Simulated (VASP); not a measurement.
# Os (P6_3/mmc) in VASP: notebook

The runs below take Os through single point, with r2SCAN.

All numbers are computed with VASP 6.6.1; they aren't measurements. Logs are shortened: lines on timing, memory, paths and dates and some standing lists are left out, and cuts for length are marked.

## (1) The cell of the first run

Symmetry: P6_3/mmc, No. 194, hexagonal system. The conventional cell has a = 2.734 Å, b = 2.734 Å, c = 3.672 Å, α = 90.00°, β = 90.00°, γ = 120.00°. Os (site symmetry -6m2) has 12 Os at 2.42 to 2.73 Å within 3.2 Å.

## (2) Single point, r2SCAN (strain -0.1500 x Voigt [0, 0, 1, 0, 0, 0])

File POSCAR:

```
Os
1.0
    2.7340999755      0.0000000000      0.0000000000
   -1.3670499878      2.3678000353      0.0000000000
    0.0000000000      0.0000000000      3.6717450000
Os
2
Direct
    0.3333333333      0.6666666667      0.2500000000
    0.6666666667      0.3333333333      0.7500000000
```

File INCAR.step1:

```
SYSTEM = Os
PREC = Accurate
ENCUT = 520
ISMEAR = 0
SIGMA = 0.15
LREAL = .FALSE.
LASPH = .TRUE.
NELM = 80
NBANDS = 15
GGA = PE
ALGO = Normal
EDIFF = 1E-4
LWAVE = .TRUE.
LCHARG = .FALSE.
```

File INCAR.step2:

```
SYSTEM = Os
PREC = Accurate
ENCUT = 520
EDIFF = 1E-6
ISMEAR = 0
SIGMA = 0.15
LREAL = .FALSE.
LASPH = .TRUE.
NELM = 80
ALGO = Normal
ISIF = 2
LWAVE = .FALSE.
LCHARG = .FALSE.
METAGGA = R2SCAN
LMIXTAU = .TRUE.
NBANDS = 15
ISTART = 1
```

File KPOINTS:

```
Automatic mesh
0
G
  21 21 12
  0 0 0
```

Potentials or basis: VASP PAW PBE potentials, release 64 (Os).

On the command line:

```console
$ cat potpaw_PBE.64/Os/POTCAR > POTCAR
$ cp INCAR.step1 INCAR
$ mpirun -np 1 vasp_std > vasp.out
$ cp INCAR.step2 INCAR
$ mpirun -np 1 vasp_std > vasp.out
```

OUTCAR:

```text
SYSTEM = Os
   PREC = Accurate
   ENCUT = 520
   EDIFF = 1E-6
   ISMEAR = 0
   LREAL = .FALSE.
   LASPH = .TRUE.
   NELM = 80
   ISIF = 2
   METAGGA = R2SCAN
   ISTART = 1

 ion  position               nearest neighbor table
   1  0.333  0.667  0.250-   2 2.42   2 2.42   2 2.42   2 2.42   2 2.42   2 2.42
   2  0.667  0.333  0.750-   1 2.42   1 2.42   1 2.42   1 2.42   1 2.42   1 2.42

  LATTYP: Found a hexagonal cell.
 ALAT       =     2.7340999755
 C/A-ratio  =     1.3429446739

  Lattice vectors:

 A1 = (   2.7340999755,   0.0000000000,   0.0000000000)
 A2 = (  -1.3670499878,   2.3678000353,   0.0000000000)
 A3 = (   0.0000000000,   0.0000000000,   3.6717450000)

Analysis of symmetry for initial positions (statically):
=====================================================================
 Subroutine PRICEL returns:
 Original cell was already a primitive cell.

 Routine SETGRP: Setting up the symmetry group for a
 hexagonal supercell.

 Subroutine GETGRP returns: Found 24 space group operations
 (whereof 12 operations were pure point group operations)
 out of a pool of 24 trial point group operations.

The static configuration has the point symmetry D_3d.
 The point group associated with its full space group is D_6h.

Analysis of symmetry for dynamics (positions and initial velocities):
=====================================================================
 Subroutine PRICEL returns:
 Original cell was already a primitive cell.

 Routine SETGRP: Setting up the symmetry group for a
 hexagonal supercell.

 Subroutine GETGRP returns: Found 24 space group operations
 (whereof 12 operations were pure point group operations)
 out of a pool of 24 trial point group operations.

The dynamic configuration has the point symmetry D_3d.
 The point group associated with its full space group is D_6h.

 Subroutine INISYM returns: Found 24 space group operations
 (whereof 12 operations are pure point group operations),
 and found     1 'primitive' translations

----------------------------------------------------------------------------------------

                                     Primitive cell

  volume of cell :      23.7702

  direct lattice vectors                    reciprocal lattice vectors
     2.734099975  0.000000000  0.000000000     0.365751073  0.211166481  0.000000000
    -1.367049988  2.367800035  0.000000000     0.000000000  0.422332961  0.000000000
     0.000000000  0.000000000  3.671745000     0.000000000  0.000000000  0.272350068

  length of vectors
     2.734099975  2.734099976  3.671745000     0.422332961  0.422332961  0.272350068

  position of ions in fractional coordinates (direct lattice)
     0.333333333  0.666666667  0.250000000
     0.666666667  0.333333333  0.750000000

  ion indices of the primitive-cell ions
   primitive index   ion index
                 1           1
                 2           2

----------------------------------------------------------------------------------------

 KPOINTS: Automatic mesh

Automatic generation of k-mesh.
 Grid dimensions read from file:
 generate k-points for:   21   21   12

 Generating k-lattice:

  Cartesian coordinates                     Fractional coordinates (reciprocal lattice)
     0.017416718  0.010055547  0.000000000     0.047619048  0.000000000  0.000000000
     0.000000000  0.020111093  0.000000000     0.000000000  0.047619048  0.000000000
     0.000000000  0.000000000  0.022695839     0.000000000  0.000000000  0.083333333

  Length of vectors
     0.020111093  0.020111093  0.022695839

  Shift w.r.t. Gamma in fractional coordinates (k-lattice)
     0.000000000  0.000000000  0.000000000

 Subroutine IBZKPT returns following result:
 ===========================================

 Found    336 irreducible k-points:

 Following reciprocal coordinates:
            Coordinates               Weight
  0.000000  0.000000  0.000000      1.000000
  0.047619 -0.000000  0.000000      6.000000
  0.095238 -0.000000  0.000000      6.000000
  0.142857 -0.000000  0.000000      6.000000
  0.190476 -0.000000  0.000000      6.000000
  0.238095 -0.000000  0.000000      6.000000
[... 16 lines left out ...]
  0.142857  0.095238  0.000000     12.000000
  0.190476  0.095238  0.000000     12.000000
 [... further k-points ...]
   k-points           NKPTS =    336   k-points in BZ     NKDIM =    336   number of bands    NBANDS=     15
   number of dos      NEDOS =    301   number of ions     NIONS =      2
   total plane-waves  NPLWV =  11200
   dimension x,y,z NGX =    20 NGY =   20 NGZ =   28
   dimension x,y,z NGXF=    40 NGYF=   40 NGZF=   56
   ions per type =               2
   NGX,Y,Z   is equivalent  to a cutoff of  12.16, 12.16, 12.68 a.u.
   NGXF,Y,Z  is equivalent  to a cutoff of  24.32, 24.32, 25.36 a.u.
 SYSTEM =  Os
   PREC   = accura    normal or accurate (medium, high low for compatibility)
   ISTART =      1    job   : 0-new  1-cont  2-samecut
   ICHARG =      0    charge: 1-file 2-atom 10-const
   ISPIN  =      1    spin polarized calculation?
   LNONCOLLINEAR =      F non collinear calculations
   LSORBIT =      F    spin-orbit coupling
   LASPH  =      T    aspherical Exc in radial PAW
   ENCUT  =  520.0 eV  38.22 Ry    6.18 a.u.   5.08  5.08  6.83*2*pi/ulx,y,z
   NELM   =     80;   NELMIN=  2; NELMDL=  0     # of ELM steps
   EDIFF  = 0.1E-05   stopping-criterion for ELM
   LREAL  =      F    real-space projection
   EDIFFG = 0.1E-04   stopping-criterion for IOM
   NSW    =      0    number of steps for IOM
   IBRION =     -1    ionic relax: 0-MD 1-quasi-New 2-CG
   NFREE  =      0    steps in history (QN), initial steepest desc. (CG)
   ISIF   =      2    stress and relaxation
   ISYM   =      2    0-nonsym 1-usesym 2-fastsym
   POTIM  = 0.5000    time-step for ionic-motion
   TEBEG  =    0.0;   TEEND  =   0.0 temperature during run
   PSTRESS=    0.0 pullay stress
   NELECT =      16.0000    total number of electrons
   NUPDOWN=      -1.0000    fix difference up-down
   EMIN   =  10.00;   EMAX   =-10.00  energy-range for DOS
   EFERMI =   0.00;   METHOD = LEGACY
   ISMEAR =     0;   SIGMA  =   0.15  broadening in eV -4-tet -1-fermi 0-gaus
   EFERMI_NEDOS =   21; number of points for ismear=-14 and -15
   IALGO  =     38    algorithm
   IMIX   =      4    mixing-type and parameters
     AMIX     =   0.40;   BMIX     =  1.00
     AMIX_MAG =   1.60;   BMIX_MAG =  1.00
  volume/ion in A,a.u.               =      11.89        80.20
  Fermi-wavevector in a.u.,A,eV,Ry     =   1.434732  2.711251 28.007001  2.058457
  Thomas-Fermi vector in A             =   2.554108
   LORBIT       =      0    0 simple, 1 ext, 2 COOP (PROOUT), +10 PAW based schemes
   METAGGA = R2SCAN    functional components
   LHFCALC =     F    Hartree Fock is set to
   AEXX    =    0.0000 exact exchange contribution
   IVDW    =     0    specifies the selected vdW correction
   LEPSILON=     F    determine dielectric tensor
   LRPA    =     F    only Hartree local field effects (RPA)
 non-spin polarized calculation
 Gauss-broadening in eV      SIGMA  =   0.15
  energy-cutoff  :      520.00
  volume of cell :       23.77
 maximum number of plane-waves:       656
   NGX = 11   NGY = 11   NGZ = 13

 number of electron      15.9999999 magnetization

 Free energy of the ion-electron system (eV)
  ---------------------------------------------------
  ext. energy  EPLUGINS =         0.00000000
  ---------------------------------------------------
  free energy    TOTEN  =      -103.45375583 eV

  energy without entropy =     -103.44476316  energy(sigma->0) =     -103.44925950

 E-fermi :  12.0574     XC(G=0): -16.4363

 val. band max:       12.0539369087   @ k =   0.1905   0.1905   0.0833
 cond. band min:      12.0752783437   @ k =   0.2857   0.1905   0.2500
 fundamental gap:      0.0213414350
 Fermi energy:        12.0573766200

 k-point     1 :       0.0000    0.0000    0.0000
  band No.  band energies     occupation
      1      -0.9620      2.00000
      2       1.8400      2.00000
      3       7.4656      2.00000
      4       7.4656      2.00000
      5       8.0487      2.00000
      6       8.0487      2.00000
      7       9.2610      2.00000
      8       9.2610      2.00000
      9      10.6146      2.00000
     10      14.0479      0.00000
     11      14.0479      0.00000
     12      14.7531      0.00000
     13      25.4414      0.00000
     14      26.1723      0.00000
     15      32.9101      0.00000

 k-point     2 :       0.0476   -0.0000    0.0000
  band No.  band energies     occupation
      1      -0.8578      2.00000
      2       1.9141      2.00000
      3       7.2862      2.00000
      4       7.5536      2.00000
      5       7.9714      2.00000
      6       7.9794      2.00000
      7       9.2194      2.00000
      8       9.3409      2.00000
      9      10.7739      2.00000
     10      13.0604      0.00000
     11      14.1378      0.00000
     12      15.9085      0.00000
     13      25.5246      0.00000
     14      26.3706      0.00000
     15      32.9969      0.00000

 k-point     3 :       0.0952   -0.0000    0.0000
  band No.  band energies     occupation
      1      -0.5517      2.00000
      2       2.1243      2.00000
      3       6.8525      2.00000
      4       7.7560      2.00000
      5       7.7587      2.00000
      6       7.8155      2.00000
      7       9.1116      2.00000
      8       9.5783      2.00000
      9      11.1640      2.00000
     10      12.0146      1.31311
     11      14.3867      0.00000
     12      17.4716      0.00000
     13      25.7339      0.00000
     14      26.9445      0.00000
     15      33.2293      0.00000
[... 343 lines left out ...]
 k-point    23 :       0.1429    0.0952    0.0000
  band No.  band energies     occupation
      1       0.8372      2.00000
      2       2.9302      2.00000
      3       5.5943      2.00000
      4       6.3683      2.00000
      5       7.2176      2.00000
      6       8.8721      2.00000
      7       9.2049      2.00000
      8      10.5778      2.00000
      9      10.7259      2.00000
     10      12.3595      0.00439
     11      15.3014      0.00000
     12      21.4945      0.00000
     13      26.0662      0.00000
     14      28.8538      0.00000
     15      30.6629      0.00000

 k-point    24 :       0.1905    0.0952    0.0000
  band No.  band energies     occupation
      1       1.5378      2.00000
      2       3.1758      2.00000
      3       5.3074      2.00000
      4       5.7242      2.00000
      5       6.9634      2.00000
      6       8.9450      2.00000
      7       9.9821      2.00000
      8      10.3338      2.00000
      9      11.3674      2.00000
     10      12.8596      0.00000
     11      15.6843      0.00000
     12      23.1322      0.00000
     13      25.8409      0.00000
     14      28.0273      0.00000
     15      29.1032      0.00000

 [... further k-points ...]
[... 5 lines left out ...]
  --------------------------------------------------------------------------------------
  -------------------------------------------------------------------------------------
  Total       12.3805051     12.3805051     33.5607889     -0.0000000      0.0000000      0.0000000
  in kB      834.4820872    834.4820872   2262.0948820     -0.0000000      0.0000000      0.0000000
  external PRESSURE =    1310.3530188 kB  Pullay stress =       0.0000000 kB

 VOLUME and BASIS-vectors are now :
 -----------------------------------------------------------------------------
  energy-cutoff  :      520.00
  volume of cell :       23.77
      direct lattice vectors                 reciprocal lattice vectors
     2.734099975  0.000000000  0.000000000     0.365751073  0.211166481  0.000000000
    -1.367049988  2.367800035  0.000000000     0.000000000  0.422332961  0.000000000
     0.000000000  0.000000000  3.671745000     0.000000000  0.000000000  0.272350068

 POSITION                                       TOTAL-FORCE (eV/Angst)
 -----------------------------------------------------------------------------------
     -0.00000      1.57853      0.91794        -0.000000      0.000000      0.000000
      1.36705      0.78927      2.75381         0.000000     -0.000000      0.000000
 -----------------------------------------------------------------------------------
    total drift:                               -0.000000      0.000000     -0.000000

  FREE ENERGIE OF THE ION-ELECTRON SYSTEM (eV)
  ---------------------------------------------------
  free  energy   TOTEN  =      -103.4537558348 eV

  energy  without entropy=     -103.4447631554  energy(sigma->0) =     -103.44925950
```

Wall time 6.2 min (1 thread of Oxide Virtual Turin-like, shared host); peak memory 0.19 GiB.

What came out:

```
Free energy            : -103.4538 eV
Pressure               : 131.0 GPa
Band gap on the k mesh : zero (band 8 reaches 14.69 eV, above the bottom of band 9 at 10.21 eV)
```

Caveat: the cell differs from its parent crystal (strain -0.1500 x Voigt [0, 0, 1, 0, 0, 0]); the PAW data sets were made with another functional, which shifts forces and pressure a little; spin-orbit coupling is left out, which moves the levels of the heavy elements.

## (3) Single point, r2SCAN (strain -0.1125 x Voigt [0, 0, 1, 0, 0, 0])

Changes to POSCAR since step 2:

```diff
@@ -4,3 +4,3 @@
    -1.3670499878      2.3678000353      0.0000000000
-    0.0000000000      0.0000000000      3.6717450000
+    0.0000000000      0.0000000000      3.8337337500
 Os
```

File INCAR.step1:

```
SYSTEM = Os
  ALGO = Normal
  EDIFF = 1E-4
  ENCUT = 520
  GGA = PE
  ISMEAR = 0
  LASPH = .TRUE.
  LCHARG = .FALSE.
  LREAL = .FALSE.
  LWAVE = .TRUE.
  NBANDS = 15
  NELM = 80
  PREC = Accurate
  SIGMA = 0.15
```

File INCAR.step2:

```
SYSTEM = Os
  ALGO = Normal
  EDIFF = 1E-6
  ENCUT = 520
  ISIF = 2
  ISMEAR = 0
  ISTART = 1
  LASPH = .TRUE.
  LCHARG = .TRUE.
  LELF = .TRUE.
  LMIXTAU = .TRUE.
  LREAL = .FALSE.
  LVHAR = .TRUE.
  LWAVE = .FALSE.
  METAGGA = R2SCAN
  NBANDS = 15
  NELM = 80
  PREC = Accurate
  SIGMA = 0.15
```

File KPOINTS:

```
k-points
0
G
  21 21 12
  0 0 0
```

Potentials or basis: VASP PAW PBE potentials, release 64 (Os).

On the command line:

```console
$ cat potpaw_PBE.64/Os/POTCAR > POTCAR
$ cp INCAR.step1 INCAR
$ mpirun -np 1 vasp_std > vasp.out
$ cp INCAR.step2 INCAR
$ mpirun -np 1 vasp_std > vasp.out
```

Run time: 8.2 min. Hardware: 1 thread of Oxide Virtual Turin-like, shared host; peak memory 0.19 GiB.

The run converged. Its results:

```
Free energy            : -104.6838 eV
Pressure               : 85.2 GPa
Band gap on the k mesh : zero (band 8 reaches 13.70 eV, above the bottom of band 9 at 9.12 eV)
```

Stress tensor (GPa, compression positive):
```
 51.87   0.00   0.00
  0.00  51.87   0.00
  0.00   0.00 151.97
```

Levels at points of the mesh, in eV from the Fermi level:
| k point | band 6 | band 7 | band 8 | band 9 | band 10 | band 11 |
| --- | --- | --- | --- | --- | --- | --- |
| (0.00, 0.00, 0.00) | -3.34 | -2.66 | -2.66 | -1.87 | 1.82 | 1.93 |
| (0.00, 0.00, 0.50) | -4.91 | -3.54 | -3.54 | 1.41 | 1.41 | 1.41 |

Caveat: the cell differs from its parent crystal (strain -0.1125 x Voigt [0, 0, 1, 0, 0, 0]); the PAW data sets were made with another functional, which shifts forces and pressure a little; spin-orbit coupling is left out, which moves the levels of the heavy elements.
